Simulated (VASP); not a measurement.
# Pt in VASP: a series of runs

Aim: see how the results for Pt move with the level of theory and the settings. Levels: PBE, RPBE+D3(BJ), PBEsol+D3(BJ), PBEsol+D4. Tasks: single point.

All numbers are computed with VASP 6.6.1; they aren't measurements. Logs are shortened: lines on timing, memory, paths and dates and some standing lists are left out, and cuts for length are marked.

### 1 The cell of the first run

It takes space group I4/mmm (No. 139, tetragonal). The conventional cell has a = 2.801 Å, b = 2.801 Å, c = 3.922 Å, α = 90.00°, β = 90.00°, γ = 90.00°. Pt (site symmetry 4/mmm) has 12 Pt at 2.79 to 2.80 Å within 3.7 Å.

### 2 Single point, PBE

File INCAR:

```
SYSTEM = Pt
ALGO     = Fast           ! electronic algorithm
EDIFF    = 1E-6           ! SCF threshold, eV
ENCUT    = 520            ! plane-wave cutoff, eV
GGA      = PE             ! functional
ISIF     = 2              ! what is computed and relaxed
ISMEAR   = -1             ! smearing method
LASPH    = .TRUE.         ! aspherical terms in the spheres
LCHARG   = .FALSE.        ! write CHGCAR
LREAL    = .FALSE.        ! projectors in reciprocal space
LWAVE    = .FALSE.        ! write WAVECAR
NBANDS   = 11             ! bands
NELM     = 80             ! most SCF steps
PREC     = Accurate       ! precision mode
SIGMA    = 0.05           ! smearing width, eV
```

File KPOINTS:

```
k-points
0
G
  12 12 12
  0 0 0
```

File POSCAR:

```
Pt
1.0
    0.0000000000      1.9805090000      1.9609000000
    1.9805090000      0.0000000000      1.9609000000
    1.9805090000      1.9805090000      0.0000000000
Pt
1
Direct
    0.0000000000      0.0000000000      0.0000000000
```

Potentials or basis: VASP PAW PBE potentials, release 64 (Pt).

Launch:

```bash
$ cat potpaw_PBE.64/Pt/POTCAR > POTCAR
$ mpirun -np 1 vasp_std > vasp.out
```

OUTCAR:

```text
SYSTEM = Pt
   EDIFF = 1E-6
   ENCUT = 520
   GGA = PE
   ISIF = 2
   ISMEAR = -1
   LASPH = .TRUE.
   LREAL = .FALSE.
   NELM = 80
   PREC = Accurate

 ion  position               nearest neighbor table
   1  0.000  0.000  0.000-

  LATTYP: Found a body centered tetragonal cell.
 ALAT       =     2.8008626882
 C/A-ratio  =     1.4002114479

  Lattice vectors:

 A1 = (   0.0000000000,  -1.9805090000,  -1.9609000000)
 A2 = (   0.0000000000,   1.9805090000,  -1.9609000000)
 A3 = (   1.9805090000,   0.0000000000,   1.9609000000)

Analysis of symmetry for initial positions (statically):
=====================================================================
 Subroutine PRICEL returns:
 Original cell was already a primitive cell.

 Routine SETGRP: Setting up the symmetry group for a
 body centered tetragonal supercell.

 Subroutine GETGRP returns: Found 16 space group operations
 (whereof 16 operations were pure point group operations)
 out of a pool of 16 trial point group operations.

The static configuration has the point symmetry D_4h.

Analysis of symmetry for dynamics (positions and initial velocities):
=====================================================================
 Subroutine PRICEL returns:
 Original cell was already a primitive cell.

 Routine SETGRP: Setting up the symmetry group for a
 body centered tetragonal supercell.

 Subroutine GETGRP returns: Found 16 space group operations
 (whereof 16 operations were pure point group operations)
 out of a pool of 16 trial point group operations.

The dynamic configuration has the point symmetry D_4h.

 Subroutine INISYM returns: Found 16 space group operations
 (whereof 16 operations are pure point group operations),
 and found     1 'primitive' translations

----------------------------------------------------------------------------------------

                                     Primitive cell

  volume of cell :      15.3829

  direct lattice vectors                    reciprocal lattice vectors
     0.000000000  1.980509000  1.960900000    -0.252460352  0.252460352  0.254984956
     1.980509000  0.000000000  1.960900000     0.252460352 -0.252460352  0.254984956
     1.980509000  1.980509000  0.000000000     0.252460352  0.252460352 -0.254984956

  length of vectors
     2.787031523  2.787031523  2.800862688     0.438736580  0.438736580  0.438736580

  position of ions in fractional coordinates (direct lattice)
     0.000000000  0.000000000  0.000000000

  ion indices of the primitive-cell ions
   primitive index   ion index
                 1           1
[... 74 lines left out ...]
   EDIFFG = 0.1E-04   stopping-criterion for IOM
   NSW    =      0    number of steps for IOM
   IBRION =     -1    ionic relax: 0-MD 1-quasi-New 2-CG
   NFREE  =      0    steps in history (QN), initial steepest desc. (CG)
   ISIF   =      2    stress and relaxation
   ISYM   =      2    0-nonsym 1-usesym 2-fastsym
   POTIM  = 0.5000    time-step for ionic-motion
   TEBEG  =    0.0;   TEEND  =   0.0 temperature during run
   PSTRESS=    0.0 pullay stress
   NELECT =      10.0000    total number of electrons
   NUPDOWN=      -1.0000    fix difference up-down
   EMIN   =  10.00;   EMAX   =-10.00  energy-range for DOS
   EFERMI =   0.00;   METHOD = LEGACY
   ISMEAR =    -1;   SIGMA  =   0.05  broadening in eV -4-tet -1-fermi 0-gaus
   EFERMI_NEDOS =   21; number of points for ismear=-14 and -15
   IALGO  =     68    algorithm
   IMIX   =      4    mixing-type and parameters
     AMIX     =   0.40;   BMIX     =  1.00
     AMIX_MAG =   1.60;   BMIX_MAG =  1.00
  volume/ion in A,a.u.               =      15.38       103.81
  Fermi-wavevector in a.u.,A,eV,Ry     =   1.418171  2.679954 27.364143  2.011208
  Thomas-Fermi vector in A             =   2.539324
   LORBIT       =      0    0 simple, 1 ext, 2 COOP (PROOUT), +10 PAW based schemes
   GGA     = PE    functional components
   LHFCALC =     F    Hartree Fock is set to
   AEXX    =    0.0000 exact exchange contribution
   IVDW    =     0    specifies the selected vdW correction
   LEPSILON=     F    determine dielectric tensor
   LRPA    =     F    only Hartree local field effects (RPA)
 non-spin polarized calculation
 RMM-DIIS sequential band-by-band and
  energy-cutoff  :      520.00
  volume of cell :       15.38
 maximum number of plane-waves:       436
 NGX is ok and might be reduce to    24
   NGX = 11   NGY = 11   NGZ = 11

 number of electron      10.0000001 magnetization

 Free energy of the ion-electron system (eV)
  ---------------------------------------------------
  ext. energy  EPLUGINS =         0.00000000
  ---------------------------------------------------
  free energy    TOTEN  =        -6.10584287 eV

  energy without entropy =       -6.09024544  energy(sigma->0) =       -6.09804415

 E-fermi :  10.9093     XC(G=0): -13.3698

 val. band max:       10.9050232371   @ k =  -0.3333   0.0833   0.4167
 cond. band min:      10.9116211045   @ k =  -0.4167   0.3333   0.0833
 fundamental gap:      0.0065978674
 Fermi energy:        10.9092806274

 k-point     1 :       0.0000    0.0000    0.0000
  band No.  band energies     occupation
      1       0.8926      2.00000
      2       7.1899      2.00000
      3       7.1899      2.00000
      4       7.3052      2.00000
      5       9.2495      2.00000
      6       9.3787      2.00000
      7      25.5819      0.00000
      8      30.3521      0.00000
      9      30.3521      0.00000
     10      30.6021      0.00000
     11      35.7065      0.00000
[... 309 lines left out ...]
 k-point    24 :      -0.4167    0.1667    0.0000
  band No.  band energies     occupation
      1       4.5752      2.00000
      2       6.6388      2.00000
      3       7.7887      2.00000
      4       8.1151      2.00000
      5      10.6224      1.99358
      6      13.8375      0.00000
      7      16.8443      0.00000
      8      25.7695      0.00000
      9      27.6620      0.00000
     10      29.1444      0.00000
     11      37.6324      0.00000

 [... further k-points ...]
[... 5 lines left out ...]
  --------------------------------------------------------------------------------------
  -------------------------------------------------------------------------------------
  Total        0.3667331      0.3667331      0.4263153      0.0000000     -0.0000000     -0.0000000
  in kB       38.1963251     38.1963251     44.4019883      0.0000000     -0.0000000     -0.0000000
  external PRESSURE =      40.2648795 kB  Pullay stress =       0.0000000 kB

 VOLUME and BASIS-vectors are now :
 -----------------------------------------------------------------------------
  energy-cutoff  :      520.00
  volume of cell :       15.38
      direct lattice vectors                 reciprocal lattice vectors
     0.000000000  1.980509000  1.960900000    -0.252460352  0.252460352  0.254984956
     1.980509000  0.000000000  1.960900000     0.252460352 -0.252460352  0.254984956
     1.980509000  1.980509000  0.000000000     0.252460352  0.252460352 -0.254984956

 POSITION                                       TOTAL-FORCE (eV/Angst)
 -----------------------------------------------------------------------------------
      0.00000      0.00000      0.00000         0.000000      0.000000      0.000000
 -----------------------------------------------------------------------------------
    total drift:                               -0.000000      0.000000     -0.000000

  FREE ENERGIE OF THE ION-ELECTRON SYSTEM (eV)
  ---------------------------------------------------
  free  energy   TOTEN  =        -6.1058428700 eV

  energy  without entropy=       -6.0902454362  energy(sigma->0) =       -6.09804415
```

OSZICAR:

```text
N       E                     dE             d eps       ncg     rms          rms(c)
DAV:   1     0.398720625971E+02    0.39872E+02   -0.53096E+03  3642   0.839E+02
DAV:   2    -0.587589038576E+01   -0.45748E+02   -0.44037E+02  4097   0.176E+02
DAV:   3    -0.647766317806E+01   -0.60177E+00   -0.59810E+00  4207   0.193E+01
DAV:   4    -0.648007173324E+01   -0.24086E-02   -0.24083E-02  4072   0.142E+00
DAV:   5    -0.648009148926E+01   -0.19756E-04   -0.19756E-04  4232   0.120E-01    0.122E+01
RMM:   6    -0.614408524519E+01    0.33601E+00   -0.34323E-01  3613   0.500E+00    0.647E+00
RMM:   7    -0.610904858450E+01    0.35037E-01   -0.67457E-02  3781   0.239E+00    0.249E+00
RMM:   8    -0.610621340052E+01    0.28352E-02   -0.88073E-03  3764   0.807E-01    0.612E-01
RMM:   9    -0.610582523695E+01    0.38816E-03   -0.97958E-04  4070   0.271E-01    0.387E-02
RMM:  10    -0.610584120562E+01   -0.15969E-04   -0.13940E-04  4125   0.893E-02    0.435E-02
RMM:  11    -0.610584227465E+01   -0.10690E-05   -0.13363E-05  4110   0.257E-02    0.783E-03
RMM:  12    -0.610584286999E+01   -0.59534E-06   -0.35919E-06  3331   0.133E-02
   1 F= -.61058429E+01 E0= -.60980442E+01  d E =-.155974E-01
```

stdout:

```text
POSCAR found type information on POSCAR Pt
 POSCAR found :  1 types and       1 ions
 scaLAPACK will be used
 LDA part: xc-table for (Slater+PW92), standard interpolation
 POSCAR, INCAR and KPOINTS ok, starting setup
 FFT: planning ... GRIDC
 FFT: planning ... GRID_SOFT
 FFT: planning ... GRID
 WAVECAR not read
 entering main loop
```

Run time: 13 s. Hardware: 1 thread of Intel Xeon Platinum 8488C (Sapphire Rapids), shared host; peak memory 0.15 GiB.

What came out:

```yaml
Free_energy: -6.1058 eV
Pressure: 4.0 GPa
Band_gap_on_the_k_mesh: zero (band 5 reaches 11.41 eV, above the bottom of band 6 at 9.26 eV)
```

Stress tensor (GPa, compression positive):
```
3.82 0.00 0.00
0.00 3.82 0.00
0.00 0.00 4.44
```

Caveat: spin-orbit coupling is left out, which moves the levels of the heavy elements.

[end of part 1 of 2]
